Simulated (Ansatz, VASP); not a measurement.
**Hf: VASP beside Ansatz**

File INCAR:

```
SYSTEM = Hf
ALGO = Normal
EDIFF = 1E-6
ENCUT = 500
GGA = PS
GGA_COMPAT = .FALSE.
ISIF = 2
ISMEAR = 0
LASPH = .TRUE.
LCHARG = .FALSE.
LREAL = .FALSE.
LWAVE = .FALSE.
NBANDS = 11
NELM = 120
PREC = Accurate
SIGMA = 0.15
```

The input KPOINTS:

```
k-points
0
G
  18 18 18
  0 0 0
```

POSCAR

```
Hf
1.0
    0.0000000000      2.1312000000      2.1312000000
    2.1312000000      0.0000000000      2.1312000000
    2.1312000000      2.1312000000      0.0000000000
Hf
1
Direct
    0.0000000000      0.0000000000      0.0000000000
```

Input for Ansatz:

```yaml
crystal:
  lattice:
    - [0.0, 2.1312, 2.1312]
    - [2.1312, 0.0, 2.1312]
    - [2.1312, 2.1312, 0.0]
  atoms:
    - { symbol: Hf, position: [0.0, 0.0, 0.0] }
basis:
  ecutwfc: 420
kpoints:
  mp_grid: { grid: [18, 18, 18] }
hamiltonian:
  xc: pbesol
scf:
  occupations: { method: gaussian, width: 0.15 }
output:
  forces: true
  stress: true
  eigenvalues: true
```

Change from the starting cell: strain -0.040 along x and y, -0.040 along z, atoms carried along.

Alike in both runs: task single point; functional PBEsol; k mesh 18 × 18 × 18; occupations gaussian, width 0.15 eV; no spin polarisation.

|  | VASP | Ansatz |
| --- | --- | --- |
| version | VASP 6.6.1 | Ansatz 0.2.0 |
| potentials or method | VASP PAW PBE potentials, release 64 (Hf_pv), cutoff 500 eV | scalar-relativistic, plane waves, PAW |
| valence electrons in the cell | 10 | 26 |

|  | VASP | Ansatz | Ansatz less VASP |
| --- | --- | --- | --- |
| gap on the k mesh at the Fermi level (eV) | none | none | - |
| pressure (GPa) | 13.6 | 13.9 | +0.39 |

VASP's potentials were made for PBE, not for PBEsol. A gap of «none» marks a metal or a gap that the smearing closes. VASP's potentials hold 10 valence electrons a cell and Ansatz's 26, so a difference there can come from the potentials and not from the codes.

Spin-orbit coupling is off throughout.
